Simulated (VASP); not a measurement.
# Ge3N (R-3m) in VASP: a series of runs, part 4 of 4

VASP 6.6.1.

**5. Relaxation of cell and atoms, PBE**

This run uses another cell than the first one, of 18.20 Å³/atom.

File INCAR:

```
SYSTEM = Ge3N
PREC     = Accurate       ! precision mode
ENCUT    = 600            ! plane-wave cutoff, eV
EDIFF    = 1E-6           ! SCF threshold, eV
ISMEAR   = 0              ! smearing method
SIGMA    = 0.1            ! smearing width, eV
LREAL    = .False.        ! projectors in reciprocal space
LASPH    = .True.         ! aspherical terms in the spheres
NELM     = 100            ! most SCF steps
ALGO     = Normal         ! electronic algorithm
ISIF     = 3              ! what is computed and relaxed
LWAVE    = .False.        ! write WAVECAR
LCHARG   = .False.        ! write CHGCAR
GGA      = PE             ! functional
IBRION   = 2              ! ionic algorithm
NSW      = 90             ! ionic steps
EDIFFG   = -0.04          ! ionic threshold
```

File KPOINTS:

```
regular mesh
0
Gamma
  6 6 6
  0 0 0
```

File POSCAR:

```
Ge3N
1.0
    2.7116064100      1.5655466900      2.8585964700
   -2.7116064100      1.5655466900      2.8585964700
    0.0000000000     -3.1310933800      2.8585964700
Ge N
3 1
Direct
    0.5000000000      0.5000000000      0.0000000000
    0.0000000000      0.5000000000      0.5000000000
    0.5000000000      0.0000000000      0.5000000000
    0.5000000000      0.5000000000      0.5000000000
```

Potentials or basis: VASP PAW PBE potentials, release 64 (Ge_d, N).

The run is started by

```bash
$ cat potpaw_PBE.64/Ge_d/POTCAR potpaw_PBE.64/N/POTCAR > POTCAR
$ mpirun -np 1 vasp_std > vasp.out
```

OUTCAR:

```text
SYSTEM = Ge3N
   PREC = Accurate
   ENCUT = 600
   EDIFF = 1E-6
   ISMEAR = 0
   LREAL = .False.
   LASPH = .True.
   NELM = 100
   ISIF = 3
   GGA = PE
   IBRION = 2
   NSW = 90
   EDIFFG = -0.04

 ion  position               nearest neighbor table
   1  0.500  0.500  0.000-   4 2.12   4 2.12   3 2.71   2 2.71   3 2.71   2 2.71
   2  0.000  0.500  0.500-   4 2.12   4 2.12   1 2.71   1 2.71   3 2.71   3 2.71
   3  0.500  0.000  0.500-   4 2.12   4 2.12   1 2.71   1 2.71   2 2.71   2 2.71
   4  0.500  0.500  0.500-   1 2.12   1 2.12   3 2.12   2 2.12   3 2.12   2 2.12

  LATTYP: Found a trigonal (rhomboedric) cell.
 ALAT       =     4.2397310693
 COS(alpha) =     0.1818994587

  Lattice vectors:

 A1 = (   2.7116064100,   1.5655466900,   2.8585964700)
 A2 = (  -2.7116064100,   1.5655466900,   2.8585964700)
 A3 = (   0.0000000000,  -3.1310933800,   2.8585964700)

Analysis of symmetry for initial positions (statically):
[... 183 lines left out ...]
 val. band max:        5.2788193690   @ k =  -0.1667   0.1667   0.0000
 cond. band min:       5.3300726468   @ k =   0.3333   0.1667  -0.0000
 fundamental gap:      0.0512532778
 Fermi energy:         5.2892781120
[... 1605 lines left out ...]
     27       7.7868      0.00000
     28       9.1847      0.00000

 [... further k-points ...]

[... ionic steps 4 to 8 ...]

--------------------------------------- Ionic step        9  -------------------------------------------

 number of electron      47.0000062 magnetization

------------------------ aborting loop because EDIFF is reached ----------------------------------------
[... 71 lines left out ...]
--------------------------------------- Ionic step       11  -------------------------------------------

 number of electron      47.0000065 magnetization

 Free energy of the ion-electron system (eV)
  ---------------------------------------------------
  ext. energy  EPLUGINS =         0.00000000
  ---------------------------------------------------
  free energy    TOTEN  =       -18.28621023 eV

  energy without entropy =      -18.27759522  energy(sigma->0) =      -18.28190272

 E-fermi :   4.1362     XC(G=0):  -9.8767

 val. band max:        4.1350119882   @ k =  -0.3333   0.3333   0.0000
 cond. band min:       4.1436825701   @ k =   0.5000   0.5000   0.3333
 fundamental gap:      0.0086705818
 Fermi energy:         4.1361550729
[... 775 lines left out ...]
  FREE ENERGIE OF THE ION-ELECTRON SYSTEM (eV)
  ---------------------------------------------------
  free  energy   TOTEN  =       -18.2862102320 eV

  energy  without entropy=      -18.2775952167  energy(sigma->0) =      -18.28190272

 reached required accuracy - stopping structural energy minimisation
```

OSZICAR:

```text
N       E                     dE             d eps       ncg     rms          rms(c)
DAV:   1     0.440365153620E+03    0.44037E+03   -0.25728E+04  2008   0.485E+03
DAV:   2     0.589306562915E+02   -0.38143E+03   -0.37004E+03  1824   0.823E+02
DAV:   3    -0.146828381885E+02   -0.73613E+02   -0.70255E+02  2048   0.224E+02
[... 116 lines left out ...]
DAV:   3    -0.182873041074E+02    0.17937E-02   -0.58067E-03  2220   0.540E-01    0.214E-01
DAV:   4    -0.182861634062E+02    0.11407E-02   -0.23480E-03  2640   0.711E-01    0.378E-02
DAV:   5    -0.182862116129E+02   -0.48207E-04   -0.76939E-04  1908   0.304E-01    0.193E-02
DAV:   6    -0.182862101121E+02    0.15009E-05   -0.37169E-05  2272   0.677E-02    0.967E-03
DAV:   7    -0.182862102320E+02   -0.11994E-06   -0.40671E-06  1840   0.483E-02
  11 F= -.18286210E+02 E0= -.18281903E+02  d E =-.588855E-03
```

CONTCAR:

```text
Ge3N
   1.00000000000000
     2.6129234339119982    1.5085720472810447    3.3703519054332030
    -2.6129234339119982    1.5085720472810447    3.3703519054332030
    -0.0000000000000000   -3.0171440945620893    3.3703519054332030
  Ge              N
     3     1
Direct
     0.5000000000000000    0.5000000000000000    0.0000000000000000
     0.0000000000000000    0.5000000000000000    0.5000000000000000
     0.5000000000000000    0.0000000000000000    0.5000000000000000
     0.5000000000000000    0.5000000000000000    0.5000000000000000

  0.00000000E+00  0.00000000E+00  0.00000000E+00
  0.00000000E+00  0.00000000E+00  0.00000000E+00
  0.00000000E+00  0.00000000E+00  0.00000000E+00
  0.00000000E+00  0.00000000E+00  0.00000000E+00
```

Wall time 4.2 min (1 thread of Intel Xeon 6975P-C (Granite Rapids), shared host); peak memory 0.24 GiB.

What came out:

* Free energy: -18.2862 eV
* Relaxed volume: 19.93 Å³/atom
* Relaxed cell: a = 4.524 Å, b = 4.524 Å, c = 4.524 Å, α = 70.57°, β = 70.57°, γ = 70.57°
* Space group after relaxing (to 0.1 Å): R-3m (No. 166)
* Energy gained by relaxing: 156.0 meV/atom
* Ionic steps: 11
* Pressure after relaxing: -0.1 GPa
* Band gap on the k mesh: zero (an odd number of electrons rules out a gap without spin polarisation)

Stress tensor (GPa, compression positive):
```
-0.07  0.00  0.00
 0.00 -0.07  0.00
 0.00  0.00 -0.17
```

Step by step:
```csv
step,energy change (eV),largest force (eV/Å),pressure (GPa),volume (Å³)
1,0.0000,0.0000,8.95,72.81
2,-0.3275,0.0000,-1.80,84.01
3,-0.3276,0.0000,-1.53,83.73
4,-0.4709,0.0000,-2.22,83.67
5,-0.5401,0.0000,-1.81,82.44
6,-0.5896,0.0000,-2.60,83.24
7,-0.5945,0.0000,-2.58,83.13
8,-0.6133,0.0000,1.58,77.83
9,-0.6233,0.0000,-0.04,79.73
10,-0.6233,0.0000,-0.19,79.80
11,-0.6239,0.0000,-0.10,79.71
```

Final structure:
```cif
data_structure
_symmetry_space_group_name_H-M 'P 1'
_symmetry_Int_Tables_number 1
_cell_length_a 4.5235
_cell_length_b 4.5235
_cell_length_c 4.5235
_cell_angle_alpha 70.568
_cell_angle_beta 70.568
_cell_angle_gamma 70.568
_cell_volume 79.71
loop_
_atom_site_label
_atom_site_type_symbol
_atom_site_fract_x
_atom_site_fract_y
_atom_site_fract_z
_atom_site_occupancy
Ge1 Ge 0.50000 0.50000 0.00000 1
Ge2 Ge 0.00000 0.50000 0.50000 1
Ge3 Ge 0.50000 0.00000 0.50000 1
N1 N 0.50000 0.50000 0.50000 1
```

**6. Single point, PBE**

File INCAR:

```
ALGO = Normal
EDIFF = 1E-7
ENCUT = 520
GGA = PE
ISIF = 2
ISMEAR = 0
LASPH = True
LCHARG = False
LREAL = False
LWAVE = False
NBANDS = 32
NELM = 100
PREC = Accurate
SIGMA = 0.1
```

File KPOINTS:

```
k-points
0
Gamma
  12 12 12
```

File POSCAR:

```
Ge3N
1.0
    2.6038699578      1.5033450211      3.3874409565
   -2.6038699578      1.5033450211      3.3874409565
    0.0000000000     -3.0066900421      3.3874409566
Ge N
3 1
Direct
    0.5000000000      0.5000000000      0.0000000000
    0.0000000000      0.5000000000      0.5000000000
    0.5000000000      0.0000000000      0.5000000000
    0.5000000000      0.5000000000      0.5000000000
```

Potentials or basis: VASP PAW PBE potentials, release 64 (Ge_d, N).

The run is started by

```bash
$ cat potpaw_PBE.64/Ge_d/POTCAR potpaw_PBE.64/N/POTCAR > POTCAR
$ mpirun -np 1 vasp_std > vasp.out
```

Wall time 2.7 min (1 thread of Intel Xeon 6975P-C (Granite Rapids), shared host); peak memory 0.47 GiB.

It converged, with:

* Free energy: -18.2306 eV
* Pressure: 0.0 GPa
* Band gap on the k mesh: zero (an odd number of electrons rules out a gap without spin polarisation)

Levels at points of the mesh, in eV from the Fermi level:
| k point | band 19 | band 20 | band 21 | band 22 | band 23 | band 24 | band 25 | band 26 | band 27 | band 28 |
| --- | --- | --- | --- | --- | --- | --- | --- | --- | --- | --- |
| (0.00, 0.00, 0.00) | -4.82 | -4.82 | -4.38 | -4.38 | -1.78 | -0.28 | -0.28 | 3.66 | 6.10 | 6.10 |
| (0.50, 0.00, 0.00) | -5.56 | -5.31 | -3.98 | -1.22 | -0.25 | 1.69 | 1.96 | 2.35 | 2.67 | 3.92 |
| (0.50, 0.50, 0.00) | -7.23 | -4.50 | -3.47 | -0.42 | 0.35 | 1.74 | 1.77 | 2.26 | 2.99 | 3.19 |
| (0.50, 0.50, 0.50) | -6.62 | -4.55 | -2.20 | -2.20 | -0.64 | 0.70 | 0.70 | 0.97 | 3.67 | 3.89 |

**7. Overview**

| task | cell | k mesh | cutoff (eV) | gap on the mesh (eV) | pressure (GPa) | relaxed volume (Å³/atom) |
| --- | --- | --- | --- | --- | --- | --- |
| relaxation of cell and atoms | relaxed from a = 4.523 Å, angles 70.6°, 4 atoms | 12 × 12 × 12 | 600 | none | 0.0 | 19.89 |
| single point | a = 4.240 Å, angles 79.5°, 4 atoms | 6 × 6 × 6 | 520 | none | 8.9 | - |
| single point | a = 4.523 Å, angles 70.6°, 4 atoms | 6 × 6 × 6 | 520 | none | 0.1 | - |
| relaxation of cell and atoms | relaxed from a = 4.240 Å, angles 79.5°, 4 atoms | 6 × 6 × 6 | 600 | none | -0.1 | 19.93 |
| single point | a = 4.529 Å, angles 70.2°, 4 atoms | 12 × 12 × 12 | 520 | none | 0.0 | - |

Alike in all rows: level PBE; potentials or basis VASP PAW PBE potentials, release 64 (Ge_d, N); no spin polarisation; smearing gaussian 0.1 eV.

Caveats: the cell stands under pressure (at least some runs).

Absolute energies hang on the potentials; compare differences alone.
